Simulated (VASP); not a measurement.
# InP (I4/mmm) in VASP: further runs

The runs below take InP through single point, with PBE.

All numbers are computed with VASP 6.6.1; they aren't measurements. Logs are shortened: lines on timing, memory, paths and dates and some standing lists are left out, and cuts for length are marked.

## 1. The cell of the first run

The structure is tetragonal, space group I4/mmm (No. 139). Conventional cell: a = 3.918 Å, b = 3.918 Å, c = 5.153 Å, α = 90.00°, β = 90.00°, γ = 90.00°. In (site symmetry 4/mmm) has 6 P at 2.58 to 2.77 Å within 3.4 Å. Within 3.4 Å of P (site symmetry 4/mmm) lie 6 In at 2.58 to 2.77 Å.

## 2. Single point, PBE (mode 4 frozen in at +0.000 Å, normal strain along x -0.0700)

Input file INCAR:

```
SYSTEM = InP
PREC = Accurate ; ENCUT = 520
EDIFF = 1E-6 ; ISMEAR = 0
SIGMA = 0.15 ; LREAL = .False.
LASPH = .True. ; NELM = 100
ALGO = Normal ; ISIF = 2
LWAVE = .False. ; LCHARG = .False.
GGA = PE ; NBANDS = 16
```

Input file KPOINTS:

```
regular mesh
0
Gamma
  14 14 14
  0 0 0
```

Input file POSCAR:

```
InP
1.0
    0.0000000000      2.7701982124      2.7701982124
    2.5762843375      0.0000000000      2.7701982124
    2.5762843375      2.7701982124      0.0000000000
In P
1 1
Direct
    0.0000000000      0.0000000000      0.0000000000
    0.5000000000      0.5000000000      0.5000000000
```

Potentials or basis: VASP PAW PBE potentials, release 64 (In_d, P).

Started as:

```
cat potpaw_PBE.64/In_d/POTCAR potpaw_PBE.64/P/POTCAR > POTCAR
mpirun -np 1 vasp_std > vasp.out
```

OUTCAR:

```text
SYSTEM = InP
   PREC = Accurate
   ENCUT = 520
   EDIFF = 1E-6
   ISMEAR = 0
   LREAL = .False.
   LASPH = .True.
   NELM = 100
   ISIF = 2
   GGA = PE

 ion  position               nearest neighbor table
   1  0.000  0.000  0.000-   2 2.58   2 2.58   2 2.77   2 2.77   2 2.77   2 2.77
   2  0.500  0.500  0.500-   1 2.58   1 2.58   1 2.77   1 2.77   1 2.77   1 2.77

  LATTYP: Found a body centered tetragonal cell.
 ALAT       =     3.9176518824
 C/A-ratio  =     1.3152186130

  Lattice vectors:

 A1 = (  -2.5762843375,   0.0000000000,  -2.7701982124)
 A2 = (  -2.5762843375,   0.0000000000,   2.7701982124)
 A3 = (   2.5762843375,   2.7701982124,   0.0000000000)

Analysis of symmetry for initial positions (statically):
=====================================================================
 Subroutine PRICEL returns:
 Original cell was already a primitive cell.

 Routine SETGRP: Setting up the symmetry group for a
 body centered tetragonal supercell.

 Subroutine GETGRP returns: Found 16 space group operations
 (whereof 16 operations were pure point group operations)
 out of a pool of 16 trial point group operations.

The static configuration has the point symmetry D_4h.

Analysis of symmetry for dynamics (positions and initial velocities):
=====================================================================
 Subroutine PRICEL returns:
 Original cell was already a primitive cell.

 Routine SETGRP: Setting up the symmetry group for a
 body centered tetragonal supercell.

 Subroutine GETGRP returns: Found 16 space group operations
 (whereof 16 operations were pure point group operations)
 out of a pool of 16 trial point group operations.

The dynamic configuration has the point symmetry D_4h.

 Subroutine INISYM returns: Found 16 space group operations
 (whereof 16 operations are pure point group operations),
 and found     1 'primitive' translations

----------------------------------------------------------------------------------------

                                     Primitive cell

  volume of cell :      39.5408

  direct lattice vectors                    reciprocal lattice vectors
     0.000000000  2.770198212  2.770198212    -0.194077957  0.180492500  0.180492500
     2.576284338  0.000000000  2.770198212     0.194077957 -0.180492500  0.180492500
     2.576284338  2.770198212  0.000000000     0.194077957  0.180492500 -0.180492500

  length of vectors
     3.917651882  3.783019842  3.783019842     0.320657665  0.320657665  0.320657665

  position of ions in fractional coordinates (direct lattice)
     0.000000000  0.000000000  0.000000000
     0.500000000  0.500000000  0.500000000

  ion indices of the primitive-cell ions
   primitive index   ion index
                 1           1
                 2           2

----------------------------------------------------------------------------------------

 KPOINTS: regular mesh

Automatic generation of k-mesh.
 Grid dimensions read from file:
 generate k-points for:   14   14   14

 Generating k-lattice:

  Cartesian coordinates                     Fractional coordinates (reciprocal lattice)
    -0.013862711  0.012892321  0.012892321     0.071428571  0.000000000  0.000000000
     0.013862711 -0.012892321  0.012892321     0.000000000  0.071428571  0.000000000
     0.013862711  0.012892321 -0.012892321     0.000000000  0.000000000  0.071428571

  Length of vectors
     0.022904119  0.022904119  0.022904119

  Shift w.r.t. Gamma in fractional coordinates (k-lattice)
     0.000000000  0.000000000  0.000000000

 Subroutine IBZKPT returns following result:
 ===========================================

 Found    244 irreducible k-points:

 Following reciprocal coordinates:
            Coordinates               Weight
  0.000000  0.000000  0.000000      1.000000
  0.071429  0.000000  0.000000      8.000000
  0.142857  0.000000  0.000000      8.000000
  0.214286  0.000000  0.000000      8.000000
  0.285714  0.000000  0.000000      8.000000
  0.357143  0.000000  0.000000      8.000000
[... 16 lines left out ...]
  0.214286  0.142857  0.000000     16.000000
  0.285714  0.142857  0.000000     16.000000
 [... further k-points ...]
   k-points           NKPTS =    244   k-points in BZ     NKDIM =    244   number of bands    NBANDS=     16
   number of dos      NEDOS =    301   number of ions     NIONS =      2
   total plane-waves  NPLWV =  23520
   dimension x,y,z NGX =    30 NGY =   28 NGZ =   28
   dimension x,y,z NGXF=    60 NGYF=   56 NGZF=   56
   ions per type =               1   1
   NGX,Y,Z   is equivalent  to a cutoff of  12.73, 12.30, 12.30 a.u.
   NGXF,Y,Z  is equivalent  to a cutoff of  25.46, 24.61, 24.61 a.u.
 SYSTEM =  InP
   PREC   = accura    normal or accurate (medium, high low for compatibility)
   ISTART =      0    job   : 0-new  1-cont  2-samecut
   ICHARG =      2    charge: 1-file 2-atom 10-const
   ISPIN  =      1    spin polarized calculation?
   LNONCOLLINEAR =      F non collinear calculations
   LSORBIT =      F    spin-orbit coupling
   LASPH  =      T    aspherical Exc in radial PAW
   ENCUT  =  520.0 eV  38.22 Ry    6.18 a.u.   7.28  7.03  7.03*2*pi/ulx,y,z
   NELM   =    100;   NELMIN=  2; NELMDL= -5     # of ELM steps
   EDIFF  = 0.1E-05   stopping-criterion for ELM
   LREAL  =      F    real-space projection
   EDIFFG = 0.1E-04   stopping-criterion for IOM
   NSW    =      0    number of steps for IOM
   IBRION =     -1    ionic relax: 0-MD 1-quasi-New 2-CG
   NFREE  =      0    steps in history (QN), initial steepest desc. (CG)
   ISIF   =      2    stress and relaxation
   ISYM   =      2    0-nonsym 1-usesym 2-fastsym
   POTIM  = 0.5000    time-step for ionic-motion
   TEBEG  =    0.0;   TEEND  =   0.0 temperature during run
   PSTRESS=    0.0 pullay stress
   NELECT =      18.0000    total number of electrons
   NUPDOWN=      -1.0000    fix difference up-down
   EMIN   =  10.00;   EMAX   =-10.00  energy-range for DOS
   EFERMI =   0.00;   METHOD = LEGACY
   ISMEAR =     0;   SIGMA  =   0.15  broadening in eV -4-tet -1-fermi 0-gaus
   EFERMI_NEDOS =   21; number of points for ismear=-14 and -15
   IALGO  =     38    algorithm
   IMIX   =      4    mixing-type and parameters
     AMIX     =   0.40;   BMIX     =  1.00
     AMIX_MAG =   1.60;   BMIX_MAG =  1.00
  volume/ion in A,a.u.               =      19.77       133.42
  Fermi-wavevector in a.u.,A,eV,Ry     =   1.259362  2.379849 21.578732  1.585992
  Thomas-Fermi vector in A             =   2.392925
   LORBIT       =      0    0 simple, 1 ext, 2 COOP (PROOUT), +10 PAW based schemes
   GGA     = PE    functional components
   LHFCALC =     F    Hartree Fock is set to
   AEXX    =    0.0000 exact exchange contribution
   IVDW    =     0    specifies the selected vdW correction
   LEPSILON=     F    determine dielectric tensor
   LRPA    =     F    only Hartree local field effects (RPA)
 non-spin polarized calculation
 Gauss-broadening in eV      SIGMA  =   0.15
  energy-cutoff  :      520.00
  volume of cell :       39.54
 maximum number of plane-waves:      1098
 NGX is ok and might be reduce to    30
   NGX = 15   NGY = 15   NGZ = 15

 number of electron      17.9999999 magnetization

 Free energy of the ion-electron system (eV)
  ---------------------------------------------------
  ext. energy  EPLUGINS =         0.00000000
  ---------------------------------------------------
  free energy    TOTEN  =        -7.79445276 eV

  energy without entropy =       -7.78210199  energy(sigma->0) =       -7.78827737

 E-fermi :   7.9380     XC(G=0): -10.7223

 val. band max:        7.9300533565   @ k =  -0.2143   0.1429   0.0714
 cond. band min:       7.9406404350   @ k =  -0.1429   0.5000   0.3571
 fundamental gap:      0.0105870785
 Fermi energy:         7.9379690606

 k-point     1 :       0.0000    0.0000    0.0000
  band No.  band energies     occupation
      1      -6.4561      2.00000
      2      -6.3896      2.00000
      3      -6.3896      2.00000
      4      -6.3863      2.00000
      5      -6.3362      2.00000
      6      -4.6067      2.00000
[... 8 lines left out ...]
     15      16.1005      0.00000
     16      17.3907      0.00000

 k-point     2 :       0.0714    0.0000    0.0000
  band No.  band energies     occupation
      1      -6.4577      2.00000
      2      -6.3911      2.00000
      3      -6.3878      2.00000
      4      -6.3821      2.00000
      5      -6.3349      2.00000
      6      -4.5401      2.00000
[... 8 lines left out ...]
     15      16.0325      0.00000
     16      17.6705      0.00000

 k-point     3 :       0.1429    0.0000    0.0000
  band No.  band energies     occupation
      1      -6.4638      2.00000
      2      -6.4012      2.00000
      3      -6.3837      2.00000
      4      -6.3642      2.00000
      5      -6.3302      2.00000
      6      -4.3409      2.00000
[... 8 lines left out ...]
     15      15.9459      0.00000
     16      17.1153      0.00000

 k-point     4 :       0.2143    0.0000    0.0000
  band No.  band energies     occupation
      1      -6.4751      2.00000
      2      -6.4161      2.00000
      3      -6.3813      2.00000
      4      -6.3380      2.00000
      5      -6.3196      2.00000
      6      -4.0127      2.00000
[... 8 lines left out ...]
     15      16.4288      0.00000
     16      16.8929      0.00000
[... 324 lines left out ...]
 k-point    22 :       0.1429    0.1429    0.0000
  band No.  band energies     occupation
      1      -6.4958      2.00000
      2      -6.4017      2.00000
      3      -6.3907      2.00000
      4      -6.3599      2.00000
      5      -6.3190      2.00000
      6      -4.2347      2.00000
[... 8 lines left out ...]
     15      17.9220      0.00000
     16      18.2628      0.00000

 k-point    23 :       0.2143    0.1429    0.0000
  band No.  band energies     occupation
      1      -6.5208      2.00000
      2      -6.4046      2.00000
      3      -6.3941      2.00000
      4      -6.3410      2.00000
      5      -6.3100      2.00000
      6      -3.9827      2.00000
[... 8 lines left out ...]
     15      17.8694      0.00000
     16      18.7898      0.00000

 k-point    24 :       0.2857    0.1429    0.0000
  band No.  band energies     occupation
      1      -6.5413      2.00000
      2      -6.4084      2.00000
      3      -6.3991      2.00000
      4      -6.3212      2.00000
      5      -6.2979      2.00000
      6      -3.6106      2.00000
[... 8 lines left out ...]
     15      18.1359      0.00000
     16      18.6785      0.00000

 [... further k-points ...]
[... 5 lines left out ...]
  --------------------------------------------------------------------------------------
  -------------------------------------------------------------------------------------
  Total        3.8231855      0.7729802      0.7729802      0.0000000      0.0000000      0.0000000
  in kB      154.9139325     31.3208458     31.3208458      0.0000000      0.0000000      0.0000000
  external PRESSURE =      72.5185414 kB  Pullay stress =       0.0000000 kB

 VOLUME and BASIS-vectors are now :
 -----------------------------------------------------------------------------
  energy-cutoff  :      520.00
  volume of cell :       39.54
      direct lattice vectors                 reciprocal lattice vectors
     0.000000000  2.770198212  2.770198212    -0.194077957  0.180492500  0.180492500
     2.576284338  0.000000000  2.770198212     0.194077957 -0.180492500  0.180492500
     2.576284338  2.770198212  0.000000000     0.194077957  0.180492500 -0.180492500

 POSITION                                       TOTAL-FORCE (eV/Angst)
 -----------------------------------------------------------------------------------
      0.00000      0.00000      0.00000         0.000000     -0.000000      0.000000
      2.57628      2.77020      2.77020         0.000000      0.000000      0.000000
 -----------------------------------------------------------------------------------
    total drift:                               -0.000000      0.000000      0.000000

  FREE ENERGIE OF THE ION-ELECTRON SYSTEM (eV)
  ---------------------------------------------------
  free  energy   TOTEN  =        -7.7944527574 eV

  energy  without entropy=       -7.7821019854  energy(sigma->0) =       -7.78827737
```

Wall time 96 s (1 thread of Intel Xeon 6975P-C (Granite Rapids), shared host); peak memory 0.27 GiB.

What came out:

```
Free energy            : -7.7945 eV
Pressure               : 7.3 GPa
Band gap on the k mesh : zero (band 9 reaches 8.26 eV, above the bottom of band 10 at 5.13 eV)
```

Caveat: the cell differs from its parent crystal (mode 4 frozen in at +0.000 Å, normal strain along x -0.0700); spin-orbit coupling is left out, which moves the levels of the heavy elements.

## 3. Single point, PBE (mode 4 frozen in at +0.000 Å, normal strain along x -0.0467)

Input file INCAR:

```
SYSTEM = InP
  PREC = Accurate
  ENCUT = 520
  EDIFF = 1E-7
  ISMEAR = 0
  SIGMA = 0.15
  LREAL = .False.
  LASPH = .True.
  NELM = 80
  ALGO = Normal
  ISIF = 2
  LWAVE = .False.
  LCHARG = .True.
  GGA = PE
  LELF = .True.
  LVHAR = .True.
  NBANDS = 16
```

Input file KPOINTS:

```
Automatic mesh
0
Gamma
  14 14 14
  0 0 0
```

Input file POSCAR:

```
InP
1.0
    0.0000000000      2.7701982124      2.7701982124
    2.6408299559      0.0000000000      2.7701982124
    2.6408299559      2.7701982124      0.0000000000
In P
1 1
Direct
    0.0000000000      0.0000000000      0.0000000000
    0.5000000000      0.5000000000      0.5000000000
```

Potentials or basis: VASP PAW PBE potentials, release 64 (In_d, P).

Started as:

```
cat potpaw_PBE.64/In_d/POTCAR potpaw_PBE.64/P/POTCAR > POTCAR
mpirun -np 1 vasp_std > vasp.out
```

Run time: 1.9 min. Hardware: 1 thread of Intel Xeon 6975P-C (Granite Rapids), shared host; peak memory 0.28 GiB.

The run converged. Its results:

| Property | Result |
| --- | --- |
| Free energy | -7.8701 eV |
| Pressure | 4.3 GPa |
| Band gap on the k mesh | zero (band 9 reaches 7.94 eV, above the bottom of band 10 at 4.98 eV) |

Stress tensor (GPa, compression positive):
```
9.07 0.00 0.00
0.00 1.88 0.00
0.00 0.00 1.88
```

Levels at points of the mesh, in eV from the Fermi level:
```csv
k point,band 6,band 7,band 8,band 9,band 10,band 11,band 12,band 13
"(0.00, 0.00, 0.00)",-12.35,-0.63,-0.16,-0.16,0.94,7.02,7.02,7.36
"(0.50, 0.00, 0.00)",-10.14,-6.88,0.04,0.27,2.44,3.19,3.74,5.63
"(0.50, 0.50, 0.00)",-9.04,-5.24,-2.69,-2.25,-2.12,3.85,9.62,10.42
"(0.00, 0.50, 0.50)",-8.57,-5.23,-2.76,-2.63,-2.63,3.61,10.13,10.13
```

Caveat: the cell differs from its parent crystal (mode 4 frozen in at +0.000 Å, normal strain along x -0.0467); spin-orbit coupling is left out, which moves the levels of the heavy elements.
